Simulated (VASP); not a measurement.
# CuI (F-43m) in VASP: further runs, part 2 of 2

VASP 6.6.1.

**3. Elastic constants, PBEsol**

File INCAR:

```
SYSTEM = CuI
PREC     = Accurate       ! precision mode
ENCUT    = 600            ! plane-wave cutoff, eV
EDIFF    = 1E-8           ! SCF threshold, eV
ISMEAR   = -1             ! smearing method
SIGMA    = 0.05           ! smearing width, eV
LREAL    = .FALSE.        ! projectors in reciprocal space
LASPH    = .TRUE.         ! aspherical terms in the spheres
NELM     = 60             ! most SCF steps
ALGO     = Normal         ! electronic algorithm
ISIF     = 3              ! what is computed and relaxed
LWAVE    = .FALSE.        ! write WAVECAR
LCHARG   = .FALSE.        ! write CHGCAR
GGA      = PS             ! functional
NBANDS   = 16             ! bands
IBRION   = 6              ! ionic algorithm
NFREE    = 2            
POTIM    = 0.015          ! step
NSW      = 1              ! ionic steps
```

File KPOINTS:

```
Automatic mesh
0
G
  6 6 6
  0 0 0
```

File POSCAR:

```
CuI
1.0
    0.0000000000      3.0315000000      3.0315000000
    3.0315000000      0.0000000000      3.0315000000
    3.0315000000      3.0315000000      0.0000000000
I Cu
1 1
Direct
    0.0000000000      0.0000000000      0.0000000000
    0.7500000000      0.7500000000      0.7500000000
```

Potentials or basis: VASP PAW PBE potentials, release 64 (I, Cu).

On the command line:

```console
> cat potpaw_PBE.64/I/POTCAR potpaw_PBE.64/Cu/POTCAR > POTCAR
> mpirun -np 1 vasp_std > vasp.out
```

OUTCAR:

```text
SYSTEM = CuI
   PREC = Accurate
   ENCUT = 600
   EDIFF = 1E-8
   ISMEAR = -1
   LREAL = .FALSE.
   LASPH = .TRUE.
   NELM = 60
   ISIF = 3
   GGA = PS
   IBRION = 6
   NFREE = 2
   POTIM = 0.015
   NSW = 1

 ion  position               nearest neighbor table
   1  0.000  0.000  0.000-   2 2.63   2 2.63   2 2.63   2 2.63
   2  0.750  0.750  0.750-   1 2.63   1 2.63   1 2.63   1 2.63

  LATTYP: Found a face centered cubic cell.
 ALAT       =     6.0630000000

  Lattice vectors:

 A1 = (   0.0000000000,   3.0315000000,   3.0315000000)
 A2 = (   3.0315000000,   0.0000000000,   3.0315000000)
 A3 = (   3.0315000000,   3.0315000000,   0.0000000000)

Analysis of symmetry for initial positions (statically):
=====================================================================
 Subroutine PRICEL returns:
 Original cell was already a primitive cell.

 Routine SETGRP: Setting up the symmetry group for a
 face centered cubic supercell.

 Subroutine GETGRP returns: Found 24 space group operations
 (whereof 24 operations were pure point group operations)
 out of a pool of 48 trial point group operations.

The static configuration has the point symmetry T_d .

Analysis of symmetry for dynamics (positions and initial velocities):
=====================================================================
 Subroutine PRICEL returns:
 Original cell was already a primitive cell.

 Routine SETGRP: Setting up the symmetry group for a
 face centered cubic supercell.

 Subroutine GETGRP returns: Found 24 space group operations
 (whereof 24 operations were pure point group operations)
 out of a pool of 48 trial point group operations.

The dynamic configuration has the point symmetry T_d .

 Subroutine INISYM returns: Found 24 space group operations
 (whereof 24 operations are pure point group operations),
 and found     1 'primitive' translations

----------------------------------------------------------------------------------------

                                     Primitive cell

  volume of cell :      55.7189

  direct lattice vectors                    reciprocal lattice vectors
     0.000000000  3.031500000  3.031500000    -0.164934851  0.164934851  0.164934851
     3.031500000  0.000000000  3.031500000     0.164934851 -0.164934851  0.164934851
     3.031500000  3.031500000  0.000000000     0.164934851  0.164934851 -0.164934851

  length of vectors
     4.287188414  4.287188414  4.287188414     0.285675541  0.285675541  0.285675541

  position of ions in fractional coordinates (direct lattice)
     0.000000000  0.000000000  0.000000000
[... 224 lines left out ...]
[... ionic steps 4 to 14 ...]

--------------------------------------- Ionic step       15  -------------------------------------------

 number of electron      18.0000006 magnetization

------------------------ aborting loop because EDIFF is reached ----------------------------------------
[... 67 lines left out ...]
--------------------------------------- Ionic step       17  -------------------------------------------

 number of electron      18.0000003 magnetization

 Free energy of the ion-electron system (eV)
  ---------------------------------------------------
  ext. energy  EPLUGINS =         0.00000000
  ---------------------------------------------------
  free energy    TOTEN  =        -6.29175663 eV

  energy without entropy =       -6.29175596  energy(sigma->0) =       -6.29175629

 E-fermi :   4.8291     XC(G=0):  -9.1383

 val. band max:        4.2909370882   @ k =   0.0000   0.0000   0.0000
 cond. band min:       5.3127957288   @ k =   0.0000   0.0000   0.0000
 fundamental gap:      1.0218586406
 Fermi energy:         4.8290585761

 k-point     1 :       0.0000    0.0000    0.0000
  band No.  band energies     occupation
      1      -9.7434      2.00000
      2       0.6190      2.00000
      3       0.6397      2.00000
      4       0.6607      2.00000
      5       2.4111      2.00000
      6       2.4114      2.00000
[... 433 lines left out ...]
      3       0.3290      2.00000
      4       0.6522      2.00000
      5       2.3684      2.00000
      6       2.4460      2.00000
[... 8 lines left out ...]
     15      14.8637      0.00000
     16      15.1955      0.00000

 [... further k-points ...]

------------------------ aborting loop because EDIFF is reached ----------------------------------------

  FORCE on cell =-STRESS in cart. coord.  units (eV):
  Direction    XX          YY          ZZ          XY          YZ          ZX
  --------------------------------------------------------------------------------------
  -------------------------------------------------------------------------------------
  Total       -0.8577728     -0.8568431     -0.8568431      0.0000000     -0.0394966      0.0000000
  in kB      -24.6649443    -24.6382120    -24.6382120      0.0000000     -1.1357111      0.0000000
  external PRESSURE =     -24.6471228 kB  Pullay stress =       0.0000000 kB
[... 17 lines left out ...]
  FREE ENERGIE OF THE ION-ELECTRON SYSTEM (eV)
  ---------------------------------------------------
  free  energy   TOTEN  =        -6.2917566264 eV

  energy  without entropy=       -6.2917559579  energy(sigma->0) =       -6.29175629

 INTERNAL STRAIN TENSORS FROM STRAINED CELLS
 ============================================

 INTERNAL STRAIN TENSOR FOR ION    1 for displacements in x,y,z  (eV/Angst):
          X           Y           Z          XY          YZ          ZX
  --------------------------------------------------------------------------------
  x     0.00000     0.00000     0.00000     0.00000    -2.60902     0.00000
  y    -0.00000    -0.00000     0.00000    -0.00000    -0.00000    -2.60918
  z    -0.00000     0.00000     0.00000    -2.60860    -0.00000    -0.00000

 INTERNAL STRAIN TENSORS FROM DISPLACED ATOMS
 ============================================

 INTERNAL STRAIN TENSOR FOR ION    1 for displacements in x,y,z  (eV/Angst):
          X           Y           Z          XY          YZ          ZX
  --------------------------------------------------------------------------------
  x     0.00000    -0.00000    -0.00000     0.00000    -2.62774     0.00000
  y    -0.00000     0.00000    -0.00000     0.00000     0.00000    -2.62774
  z    -0.00000    -0.00000     0.00000    -2.62774     0.00000     0.00000

 INTERNAL STRAIN TENSOR FOR ION    2 for displacements in x,y,z  (eV/Angst):
          X           Y           Z          XY          YZ          ZX
  --------------------------------------------------------------------------------
  x    -0.00000    -0.00000    -0.00000     0.00000     2.63236     0.00000
  y    -0.00000    -0.00000    -0.00000     0.00000     0.00000     2.63236
  z    -0.00000    -0.00000    -0.00000     2.63236     0.00000     0.00000

 Eigenvectors and eigenvalues of the dynamical matrix
 ----------------------------------------------------

   1 f  =    3.622765 THz    22.762502 2PiTHz  120.842423 cm-1    14.982544 meV
             X         Y         Z           dx          dy          dz
      0.000000  0.000000  0.000000     0.000000    0.575965    0.000000
      4.547250  4.547250  4.547250     0.000000   -0.817474    0.000000
[... 21 lines left out ...]
   6 f/i=    0.007406 THz     0.046534 2PiTHz    0.247042 cm-1     0.030629 meV
             X         Y         Z           dx          dy          dz
      0.000000  0.000000  0.000000     0.000000    0.000000    0.817474
      4.547250  4.547250  4.547250     0.000000    0.000000    0.575965

--------------------------------------------------------------------------------------------------------

 ELASTIC MODULI CONTR FROM IONIC RELAXATION (kBar)
 Direction    XX          YY          ZZ          XY          YZ          ZX
 --------------------------------------------------------------------------------
 XX          -0.0000     -0.0000     -0.0000      0.0000      0.0000      0.0000
 YY          -0.0000     -0.0000     -0.0000      0.0000      0.0000      0.0000
 ZZ          -0.0000     -0.0000     -0.0000      0.0000      0.0000      0.0000
 XY           0.0000      0.0000      0.0000    -87.5994      0.0000      0.0000
 YZ           0.0000      0.0000      0.0000      0.0000    -87.5994      0.0000
 ZX           0.0000      0.0000      0.0000      0.0000      0.0000    -87.5994
 --------------------------------------------------------------------------------

 TOTAL ELASTIC MODULI (kBar)
 Direction    XX          YY          ZZ          XY          YZ          ZX
 --------------------------------------------------------------------------------
 XX         512.8640    313.1157    313.1157      0.0000      0.0000     -0.0000
 YY         313.1157    512.8640    313.1157     -0.0000     -0.0000      0.0000
 ZZ         313.1157    313.1157    512.8640      0.0000      0.0000      0.0000
 XY           0.0000     -0.0000      0.0000    233.4749      0.0000      0.0000
 YZ           0.0000     -0.0000      0.0000      0.0000    233.4749      0.0000
 ZX          -0.0000      0.0000      0.0000      0.0000      0.0000    233.4749
 --------------------------------------------------------------------------------
```

Run time: 16 min. Hardware: 1 thread of Intel Xeon 8259CL, shared host; peak memory 0.3 GiB.

What came out:

```
Elastic constants C11, C12, C44                         : 51, 31, 23 GPa
Voigt bulk modulus                                      : 38 GPa
Highest phonon frequency at Γ, LO-TO splitting left out : 121 cm⁻¹
```

Phonon frequencies in cm⁻¹ (negative: imaginary):
| q point | frequencies |
| --- | --- |
| (0.000, 0.000, 0.000) | 0 0 0 121 121 121 |

Elastic tensor in Voigt notation (GPa, in the Cartesian axes of the cell as first typed):
```
51 31 31  0  0  0
31 51 31  0  0  0
31 31 51  0  0  0
 0  0  0 23  0  0
 0  0  0  0 23  0
 0  0  0  0  0 23
```

Clamped-ion elastic tensor (GPa):
```
51 31 31  0  0  0
31 51 31  0  0  0
31 31 51  0  0  0
 0  0  0 32  0  0
 0  0  0  0 32  0
 0  0  0  0  0 32
```

Caveat: the cell is under stress, which shifts elastic constants; the PAW data sets were made with another functional, which shifts forces and pressure a little; spin-orbit coupling is left out, which moves the levels of the heavy elements.

**4. Elastic constants, LDA**

File INCAR:

```
ALGO = Normal
EDIFF = 1E-8
ENCUT = 600
IBRION = 6
ISIF = 3
ISMEAR = -1
LASPH = T
LCHARG = F
LREAL = F
LWAVE = F
NBANDS = 16
NELM = 60
NFREE = 2
NSW = 1
POTIM = 0.015
PREC = Accurate
SIGMA = 0.05
```

File KPOINTS:

```
k-points
0
Gamma
  6 6 6
```

POSCAR is that of step 3.

Potentials or basis: VASP PAW LDA potentials, release 64 (I, Cu).

On the command line:

```console
> cat potpaw_LDA.64/I/POTCAR potpaw_LDA.64/Cu/POTCAR > POTCAR
> mpirun -np 1 vasp_std > vasp.out
```

It took 8.5 min on 1 thread of Intel Xeon Platinum 8488C (Sapphire Rapids), shared host; peak memory 0.26 GiB.

Results (log left out):

```
Elastic constants C11, C12, C44                         : 52, 29, 25 GPa
Voigt bulk modulus                                      : 37 GPa
Highest phonon frequency at Γ, LO-TO splitting left out : 116 cm⁻¹
```

Phonon frequencies in cm⁻¹ (negative: imaginary):
| q point | frequencies |
| --- | --- |
| (0.000, 0.000, 0.000) | 0 0 0 116 116 116 |

Elastic tensor in Voigt notation (GPa, in the Cartesian axes of the cell as first typed):
```
52 29 29  0  0  0
29 52 29  0  0  0
29 29 52  0  0  0
 0  0  0 25  0  0
 0  0  0  0 25  0
 0  0  0  0  0 25
```

Clamped-ion elastic tensor (GPa):
```
52 29 29  0  0  0
29 52 29  0  0  0
29 29 52  0  0  0
 0  0  0 31  0  0
 0  0  0  0 31  0
 0  0  0  0  0 31
```

Caveat: the cell is under stress, which shifts elastic constants; spin-orbit coupling is left out, which moves the levels of the heavy elements.
